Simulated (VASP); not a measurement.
Wanted: the native input for a VASP 6.6.1 run.

* Task: single point
* Functional: RPBE
* Potentials or basis: VASP PAW PBE potentials, release 64 (F, I)
* Cutoff: 720 eV
* k mesh: 1 × 1 × 1
* Occupations: gaussian, width 0.03 eV
* Spin: no spin polarisation
* Tolerance level: screening
* Purpose: forces
* Further INCAR settings: ALGO = Normal; EDIFF = 1e-06; ISIF = 0

The structure of FI lies in POSCAR:

```
IF
1.0
    9.0000000000      0.0000000000      0.0000000000
    0.0000000000      9.0000000000      0.0000000000
    0.0000000000      0.0000000000     11.0000000000
F I
1 1
Direct
    0.5014444400      0.5023333300      0.4162836800
    0.5014444400      0.5023333300      0.5944435900
```

This cell differs from its parent crystal: last atom moved by 0.05 Å along z.

One way to write it, as run:

INCAR

```
SYSTEM = IF
ALGO = Normal
EDIFF = 1E-6
EFERMI = MIDGAP
ENCUT = 720
GGA = RP
GGA_COMPAT = .FALSE.
ISIF = 0
ISMEAR = 0
LASPH = .TRUE.
LCHARG = .FALSE.
LREAL = .FALSE.
LWAVE = .FALSE.
NELM = 120
PREC = Accurate
SIGMA = 0.03
```

KPOINTS

```
k-points
0
Gamma
  1 1 1
```

Potentials or basis: VASP PAW PBE potentials, release 64 (F, I).

The run is started by

```console
$ cat potpaw_PBE.64/F/POTCAR potpaw_PBE.64/I/POTCAR > POTCAR
$ mpirun -np 1 vasp_gam > vasp.out
```

Results of the run:

```json
{
 "Largest force": "0.316 eV/Å",
 "Gap between the frontier levels": "2.14 eV"
}
```

Caveat: the cell differs from its parent crystal (last atom moved by 0.05 Å along z); the PAW data sets were made with another functional, which shifts forces and pressure a little; spin-orbit coupling is left out, which moves the levels of the heavy elements.

It took 98 s on 1 thread of Intel(R) Xeon(R) Platinum 8259CL CPU @ 2.50GHz (Skylake/Cascade Lake), on a shared host, peak memory 0.99 GiB.
